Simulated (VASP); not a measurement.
# Na8NF7 (a cell with a defect) in VASP: settings compared, part 2 of 2

VASP 6.6.1. The steps go on from the part before.

**5. Single point, PBEsol**

Input file INCAR:

```
SYSTEM = Na8NF7
  PREC = Accurate
  ENCUT = 520
  EDIFF = 1E-6
  ISMEAR = 0
  SIGMA = 0.05
  LREAL = Auto
  LASPH = .TRUE.
  NELM = 100
  ALGO = Normal
  ISIF = 2
  LWAVE = .FALSE.
  LCHARG = .FALSE.
  GGA = PS
  NBANDS = 69
```

Input file KPOINTS:

```
Automatic mesh
0
Gamma
  2 2 2
  0.5 0.5 0.5
```

Input file POSCAR:

```
Na8NF7
1.0
    0.0000000000      4.6300000000      4.6300000000
    4.6300000000      0.0000000000      4.6300000000
    4.6300000000      4.6300000000      0.0000000000
N F Na
1 7 8
Direct
    0.7394780000      0.2525760000      0.2465360000
    0.2501720000      0.7665470000      0.7351600000
    0.2734550000      0.7270410000      0.2452190000
    0.7419330000      0.2507300000      0.7494860000
    0.2180310000      0.2692920000      0.7473510000
    0.7462180000      0.7514490000      0.2384240000
    0.2370830000      0.2508940000      0.2437570000
    0.7446690000      0.7633970000      0.7508800000
    0.0044330000      0.0288520000      0.9628100000
    0.4933090000      0.4995680000      0.5156900000
    0.0010560000      0.9863130000      0.5093900000
    0.5121290000      0.5141740000      0.9971480000
    0.0056220000      0.4976270000      0.0033160000
    0.4974670000      0.0004330000      0.4832400000
    0.5225940000      0.0211640000      0.9852420000
    0.0008720000      0.5231790000      0.5053210000
```

Potentials or basis: VASP PAW PBE potentials, release 64 (N, F, Na_pv).

The run is started by

```console
cat potpaw_PBE.64/N/POTCAR potpaw_PBE.64/F/POTCAR potpaw_PBE.64/Na_pv/POTCAR > POTCAR
mpirun -np 1 vasp_std > vasp.out
```

OUTCAR:

```text
SYSTEM = Na8NF7
   PREC = Accurate
   ENCUT = 520
   EDIFF = 1E-6
   ISMEAR = 0
   LREAL = Auto
   LASPH = .TRUE.
   NELM = 100
   ISIF = 2
   GGA = PS

 ion  position               nearest neighbor table
   1  0.739  0.253  0.247-  12 2.21
   2  0.250  0.767  0.735-  11 2.20  14 2.23  10 2.26   9 2.27
   3  0.273  0.727  0.245-  12 2.14  16 2.22  10 2.28
   4  0.742  0.251  0.749-  15 2.08   9 2.21  10 2.23  11 2.34
   5  0.218  0.269  0.747-   9 2.11  16 2.13  13 2.25  10 2.35
   6  0.746  0.751  0.238-  15 2.22  13 2.27  14 2.29  10 2.34
   7  0.237  0.251  0.244-  13 2.19  15 2.28  14 2.32  11 2.32
   8  0.745  0.763  0.751-  11 2.22  12 2.23  16 2.25  15 2.29
   9  0.004  0.029  0.963-   5 2.11   4 2.21   2 2.27
  10  0.493  0.500  0.516-   4 2.23   2 2.26   3 2.28   6 2.34   5 2.35
  11  0.001  0.986  0.509-   2 2.20   8 2.22   7 2.32   4 2.34
  12  0.512  0.514  0.997-   3 2.14   1 2.21   8 2.23
  13  0.006  0.498  0.003-   7 2.19   5 2.25   6 2.27
  14  0.497  0.000  0.483-   2 2.23   6 2.29   7 2.32
  15  0.523  0.021  0.985-   4 2.08   6 2.22   7 2.28   8 2.29
  16  0.001  0.523  0.505-   5 2.13   3 2.22   8 2.25

  LATTYP: Found a face centered cubic cell.
 ALAT       =     9.2600000000

  Lattice vectors:

 A1 = (   0.0000000000,   4.6300000000,   4.6300000000)
 A2 = (   4.6300000000,   0.0000000000,   4.6300000000)
 A3 = (   4.6300000000,   4.6300000000,   0.0000000000)

Analysis of symmetry for initial positions (statically):
=====================================================================
 Subroutine PRICEL returns:
 Original cell was already a primitive cell.

 Routine SETGRP: Setting up the symmetry group for a
 face centered cubic supercell.

 Subroutine GETGRP returns: Found  1 space group operations
 (whereof  1 operations were pure point group operations)
 out of a pool of 48 trial point group operations.

The static configuration has the point symmetry C_1 .

Analysis of symmetry for dynamics (positions and initial velocities):
=====================================================================
 Subroutine PRICEL returns:
 Original cell was already a primitive cell.

 Routine SETGRP: Setting up the symmetry group for a
 face centered cubic supercell.

 Subroutine GETGRP returns: Found  1 space group operations
 (whereof  1 operations were pure point group operations)
 out of a pool of 48 trial point group operations.

The dynamic configuration has the point symmetry C_1 .

 Subroutine INISYM returns: Found  1 space group operations
 (whereof  1 operations are pure point group operations),
 and found     1 'primitive' translations

----------------------------------------------------------------------------------------

                                     Primitive cell

  volume of cell :     198.5057

  direct lattice vectors                    reciprocal lattice vectors
     0.000000000  4.630000000  4.630000000    -0.107991361  0.107991361  0.107991361
     4.630000000  0.000000000  4.630000000     0.107991361 -0.107991361  0.107991361
     4.630000000  4.630000000  0.000000000     0.107991361  0.107991361 -0.107991361

[... 69 lines left out ...]
  0.250000  0.000000  0.000000      2.000000
  0.000000  0.000000 -0.250000      2.000000
  0.000000  0.250000  0.000000      2.000000
 -0.250000  0.250000  0.250000      2.000000
  0.250000 -0.250000  0.250000      2.000000
[... 8 lines left out ...]
  0.000000  0.250000  0.500000      2.000000
  0.500000  0.250000  0.000000      2.000000
   k-points           NKPTS =     16   k-points in BZ     NKDIM =     16   number of bands    NBANDS=     69
   number of dos      NEDOS =    301   number of ions     NIONS =     16
   total plane-waves  NPLWV = 125000
   dimension x,y,z NGX =    50 NGY =   50 NGZ =   50
   dimension x,y,z NGXF=   100 NGYF=  100 NGZF=  100
   ions per type =               1   7   8
   NGX,Y,Z   is equivalent  to a cutoff of  12.69, 12.69, 12.69 a.u.
   NGXF,Y,Z  is equivalent  to a cutoff of  25.39, 25.39, 25.39 a.u.
 SYSTEM =  Na8NF7
   PREC   = accura    normal or accurate (medium, high low for compatibility)
   ISTART =      0    job   : 0-new  1-cont  2-samecut
   ICHARG =      2    charge: 1-file 2-atom 10-const
   ISPIN  =      1    spin polarized calculation?
   LNONCOLLINEAR =      F non collinear calculations
   LSORBIT =      F    spin-orbit coupling
   LASPH  =      T    aspherical Exc in radial PAW
   ENCUT  =  520.0 eV  38.22 Ry    6.18 a.u.  12.17 12.17 12.17*2*pi/ulx,y,z
   NELM   =    100;   NELMIN=  2; NELMDL= -5     # of ELM steps
   EDIFF  = 0.1E-05   stopping-criterion for ELM
   LREAL  =      T    real-space projection
   EDIFFG = 0.1E-04   stopping-criterion for IOM
   NSW    =      0    number of steps for IOM
   IBRION =     -1    ionic relax: 0-MD 1-quasi-New 2-CG
   NFREE  =      0    steps in history (QN), initial steepest desc. (CG)
   ISIF   =      2    stress and relaxation
   ISYM   =      2    0-nonsym 1-usesym 2-fastsym
   POTIM  = 0.5000    time-step for ionic-motion
   TEBEG  =    0.0;   TEEND  =   0.0 temperature during run
   PSTRESS=    0.0 pullay stress
   NELECT =     110.0000    total number of electrons
   NUPDOWN=      -1.0000    fix difference up-down
   EMIN   =  10.00;   EMAX   =-10.00  energy-range for DOS
   EFERMI =   0.00;   METHOD = LEGACY
   ISMEAR =     0;   SIGMA  =   0.05  broadening in eV -4-tet -1-fermi 0-gaus
   EFERMI_NEDOS =   21; number of points for ismear=-14 and -15
   IALGO  =     38    algorithm
   IMIX   =      4    mixing-type and parameters
     AMIX     =   0.40;   BMIX     =  1.00
     AMIX_MAG =   1.60;   BMIX_MAG =  1.00
  volume/ion in A,a.u.               =      12.41        83.72
  Fermi-wavevector in a.u.,A,eV,Ry     =   1.344667  2.541052 24.601092  1.808129
  Thomas-Fermi vector in A             =   2.472642
   LORBIT       =      0    0 simple, 1 ext, 2 COOP (PROOUT), +10 PAW based schemes
   GGA     = PS    functional components
   LHFCALC =     F    Hartree Fock is set to
   AEXX    =    0.0000 exact exchange contribution
   IVDW    =     0    specifies the selected vdW correction
   LEPSILON=     F    determine dielectric tensor
   LRPA    =     F    only Hartree local field effects (RPA)
 non-spin polarized calculation
 Gauss-broadening in eV      SIGMA  =   0.05
  energy-cutoff  :      520.00
  volume of cell :      198.51
 maximum number of plane-waves:      5355
 NGX is ok and might be reduce to    50
   NGX = 25   NGY = 25   NGZ = 25

 number of electron     109.9999998 magnetization

 Free energy of the ion-electron system (eV)
  ---------------------------------------------------
  ext. energy  EPLUGINS =         0.00000000
  ---------------------------------------------------
  free energy    TOTEN  =       -66.30961052 eV

  energy without entropy =      -66.27518171  energy(sigma->0) =      -66.29239611

 E-fermi :   0.0507     XC(G=0):  -9.4187

 val. band max:        0.0492847007   @ k =   0.5000  -0.2500   0.5000
 cond. band min:       0.0567984072   @ k =   0.5000   0.0000  -0.2500
 fundamental gap:      0.0075137065
 Fermi energy:         0.0506551881

 k-point     1 :       0.2500    0.2500    0.2500
  band No.  band energies     occupation
      1     -21.8446      2.00000
      2     -21.7916      2.00000
      3     -21.7453      2.00000
      4     -21.6749      2.00000
      5     -21.3601      2.00000
      6     -21.3168      2.00000
[... 1109 lines left out ...]
     66      10.9540      0.00000
     67      11.0370      0.00000
 [bands above 67 left out]

------------------------ aborting loop because EDIFF is reached ----------------------------------------

  FORCE on cell =-STRESS in cart. coord.  units (eV):
  Direction    XX          YY          ZZ          XY          YZ          ZX
  --------------------------------------------------------------------------------------
  -------------------------------------------------------------------------------------
  Total        2.6855996      4.0923676      4.4833151      0.1157728     -0.2869530     -0.1595347
  in kB       21.6759868     33.0302794     36.1856915      0.9344245     -2.3160522     -1.2876354
  external PRESSURE =      30.2973192 kB  Pullay stress =       0.0000000 kB

 VOLUME and BASIS-vectors are now :
 -----------------------------------------------------------------------------
  energy-cutoff  :      520.00
  volume of cell :      198.51
      direct lattice vectors                 reciprocal lattice vectors
     0.000000000  4.630000000  4.630000000    -0.107991361  0.107991361  0.107991361
     4.630000000  0.000000000  4.630000000     0.107991361 -0.107991361  0.107991361
     4.630000000  4.630000000  0.000000000     0.107991361  0.107991361 -0.107991361

 POSITION                                       TOTAL-FORCE (eV/Angst)
 -----------------------------------------------------------------------------------
      2.31089      4.56524      4.59321        -0.032623      0.587630      0.061467
      6.95290      4.56209      4.70741        -0.021137      0.278209     -0.217487
      4.50156      2.40146      4.63230         0.624960     -0.273167      0.123079
      4.63100      6.90527      4.59603         0.111056     -0.080638      0.654210
      4.70706      4.46972      2.25631        -0.157418      0.558078      0.565929
      4.58311      4.55889      6.93420         0.172802      0.310890      0.165435
[... 8 lines left out ...]
      4.65966      6.98128      2.51760        -0.039406     -0.204404     -1.016482
      4.76196      2.34367      2.42636        -0.466022     -0.587488     -0.212410
 -----------------------------------------------------------------------------------
    total drift:                                0.004440      0.001044      0.000272

  FREE ENERGIE OF THE ION-ELECTRON SYSTEM (eV)
  ---------------------------------------------------
  free  energy   TOTEN  =       -66.3096105193 eV

  energy  without entropy=      -66.2751817067  energy(sigma->0) =      -66.29239611
```

Run time: 11 min. Hardware: 1 thread of Intel Xeon 8259CL, shared host; peak memory 0.44 GiB.

What came out:

```
Free energy            : -66.3096 eV
Pressure               : 3.0 GPa
Largest force          : 1.038 eV/Å
Band gap on the k mesh : zero (bands 55 and 56 overlap by 0.08 eV)
```

Forces on the atoms (eV/Å):
```
N   -0.033  0.588  0.061
F   -0.021  0.278 -0.217
F    0.625 -0.273  0.123
F    0.111 -0.081  0.654
F   -0.157  0.558  0.566
F    0.173  0.311  0.165
F    0.057  0.280  0.159
F   -0.123 -0.074  0.033
Na  -0.287  0.492 -0.595
Na  -0.006 -0.177  0.157
Na  -0.070 -0.141  0.366
Na  -0.174 -0.870 -0.212
Na   0.215 -0.129  0.278
Na   0.195  0.030 -0.311
Na  -0.039 -0.204 -1.016
Na  -0.466 -0.587 -0.212
```

Stress tensor (GPa, compression positive):
```
 2.17  0.09 -0.13
 0.09  3.30 -0.23
-0.13 -0.23  3.62
```

Caveat: the k points lie up to 0.59 Å⁻¹ apart; the PAW data sets were made with another functional, which shifts forces and pressure a little.

**6. Overview**

```csv
level,potentials or basis,k mesh,smearing,gap on the mesh (eV),pressure (GPa),largest force (eV/Å)
PBEsol,"VASP PAW PBE potentials, release 64 (N, F, Na_pv)","1 × 1 × 1, shifted",fermi-dirac 0.05 eV,none,3.0,1.04
PBEsol,"VASP PAW PBE potentials, release 64 (N, F, Na_pv)","2 × 2 × 2, shifted",fermi-dirac 0.05 eV,none,3.1,1.04
LDA,"VASP PAW LDA potentials, release 64 (N, F, Na_pv)","2 × 2 × 2, shifted",fermi-dirac 0.05 eV,none,-1.2,0.95
PBEsol,"VASP PAW PBE potentials, release 64 (N, F, Na_pv)","2 × 2 × 2, shifted",gaussian 0.05 eV,none,3.0,1.04
```

Alike in all rows: task single point; no spin polarisation; cell as given; cutoff (eV) 520.

Caveats: all runs use coarse meshes; the PAW data sets were made with another functional, which shifts forces and pressure a little (at least some runs).

Absolute energies hang on the potentials; compare differences alone.
